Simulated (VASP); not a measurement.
Wanted: the native input for a VASP 6.6.1 run.

```yaml
Task: single point
Functional: PBE
Potentials_or_basis: VASP PAW PBE potentials, release 64 (Si, C)
Cutoff: 520 eV
k_mesh: 2 × 2 × 2
Occupations: gaussian, width 0.05 eV
Spin: collinear spin, zero start
Starting_moments: "[0.0, 0.0, 0.0, 0.0, 0.0, 0.0, 0.0, 0.0, 0.0, 0.0, 0.0, 0.0, 0.0, 0.0, 0.0, 0.0, 0.0] μB"
Dipole_correction: no
Further_INCAR_settings: LREAL = Auto; ALGO = Normal; EDIFF = 1e-06; NBANDS = 52
```

The structure of Si16C (a cell with a defect) lies in POSCAR:

```
Si16C
1.0
    0.0000000000      5.4300000000      5.4300000000
    5.4300000000      0.0000000000      5.4300000000
    5.4300000000      5.4300000000      0.0000000000
Si C
16 1
Direct
    0.0192467772     -0.0100661142      0.0008395948
    0.1249399632      0.1194453039      0.1384259669
    0.0144918969     -0.0188058932      0.5116933702
    0.1249905157      0.1244848066      0.6258546041
    0.0078718232      0.4929602210      0.0063917127
    0.1248102210      0.6171590239      0.1387363720
    0.0143023020      0.4924249540      0.5119962247
    0.1519360037      0.6078164825      0.6323818600
    0.4980920810     -0.0166254144      0.0116869245
    0.6523434622      0.1483114180      0.0511123389
    0.4726088398      0.0598609576      0.4082488029
    0.6459915285      0.0805338858      0.6443508287
    0.4980092081      0.5068675875      0.0119106814
    0.6333881215      0.6094964088      0.1478105893
    0.5263679558      0.4756937385      0.5224688766
    0.6457462247      0.6295186004      0.6444038674
    0.6548868324      0.8974151934      0.5506015654
```

One way to write it, as run:

INCAR

```
ALGO = Normal
EDIFF = 1E-6
ENCUT = 520
GGA = PE
ISIF = 2
ISMEAR = 0
ISPIN = 2
LASPH = T
LCHARG = T
LELF = T
LORBIT = 11
LREAL = Auto
LVHAR = T
LWAVE = F
MAGMOM = 0 0 0 0 0 0 0 0 0 0 0 0 0 0 0 0 0
NBANDS = 52
NELM = 150
PREC = Accurate
SIGMA = 0.05
```

KPOINTS

```
k-points
0
Gamma
  2 2 2
```

Potentials or basis: VASP PAW PBE potentials, release 64 (Si, C).

Launch:

```sh
$ cat potpaw_PBE.64/Si/POTCAR potpaw_PBE.64/C/POTCAR > POTCAR
$ mpirun -np 1 vasp_std > vasp.out
```

It gave:

```
Pressure                                              : 4.1 GPa
Largest force                                         : 0.030 eV/Å
Band gap on the k mesh                                : zero (filled and empty bands overlap)
Net moment                                            : 0.00 μB per cell
Valence electrons inside the program's atomic spheres : Si 1.69, 1.70, 1.73, 1.71, 1.72, 1.67, 1.65; C 2.48
```

Caveat: the k points lie up to 0.50 Å⁻¹ apart.

Wall time 7.3 min on 1 thread of Intel(R) Xeon(R) 6975P-C (Granite Rapids), on a shared host, peak memory 0.7 GiB.
